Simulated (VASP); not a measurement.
TePb, 2 atoms in the cell. The structure is cubic, space group Fm-3m (No. 225). The conventional cell has a = 6.519 Å, b = 6.519 Å, c = 6.519 Å, α = 90.00°, β = 90.00°, γ = 90.00°. Te (site symmetry m-3m) has 6 Pb at 3.26 Å within 4.3 Å. Within 4.3 Å of Pb (site symmetry m-3m) lie 6 Te at 3.26 Å. 

| Quantity | Value |
| --- | --- |
| Program | VASP 6.6.1 |
| Task | single point |
| Functional | HSE06 |
| Potentials or basis | VASP PAW PBE potentials, release 64 (Te, Pb_d) |
| Cutoff | 520 eV |
| k mesh | 4 × 4 × 4 |
| Occupations | fermi-dirac, width 0.02 eV |
| Spin | no spin polarisation |
| Dipole correction | no |
| Grid for exact exchange (PRECFOCK) | Normal |
| Further INCAR settings | ALGO = Normal; EDIFF = 1e-06; NBANDS = 17 |
| Share of exact exchange | 0.25 |
| Screening parameter | 0.2079 1/Å |

Potentials or basis: VASP PAW PBE potentials, release 64 (Te, Pb_d).

Launch:

```console
$ cat potpaw_PBE.64/Te/POTCAR potpaw_PBE.64/Pb_d/POTCAR > POTCAR
$ cp INCAR.step1 INCAR
$ mpirun -np 1 vasp_std > vasp.out
$ cp INCAR.step2 INCAR
$ mpirun -np 1 vasp_std > vasp.out
```

Hardware: 1 thread of Intel(R) Xeon(R) 6975P-C (Granite Rapids) (shared host).

Problem. How long does it take, and how much memory?

Solution. Run time: 8.6 min on 1 thread of Intel(R) Xeon(R) 6975P-C (Granite Rapids), on a shared host, peak memory 0.32 GiB. Counts: k points 8.
